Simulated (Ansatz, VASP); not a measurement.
# Hf3H: VASP beside Ansatz

```xyz
4
Lattice="-2.7014 2.7014 2.7014 2.7014 -2.7014 2.7014 2.7014 2.7014 -2.7014" Properties=species:S:1:pos:R:3 pbc="T T T"
Hf    2.7014    0.0000    0.0000
Hf    0.0000    2.7014    0.0000
Hf    0.0000    0.0000    2.7014
H     0.0000    0.0000    0.0000
```

Alike in both runs: functional PBE; k mesh 6 × 6 × 6; occupations gaussian, width 0.2 eV; no spin polarisation.

Ansatz relaxed the structure, and its values are those at the end. VASP's run is a single point on that final structure, the one shown.

```csv
,VASP,Ansatz
version,VASP 6.6.1,Ansatz 0.2.0
potentials or method,"VASP PAW PBE potentials, release 64 (Hf_pv, H), cutoff 500 eV","scalar-relativistic, plane waves, PAW"
valence electrons in the cell,31,79
```

```csv
,VASP,Ansatz,Ansatz less VASP
gap on the k mesh at the Fermi level (eV),none,none,-
pressure (GPa),-0.4,0.0,+0.43
```

A gap of «none» marks a metal or a gap that the smearing closes. With one functional, cell and mesh, what is left measures potentials, basis and numerics. VASP's potentials hold 31 valence electrons a cell and Ansatz's 79, so a difference there can come from the potentials and not from the codes.

Spin-orbit coupling is off throughout.
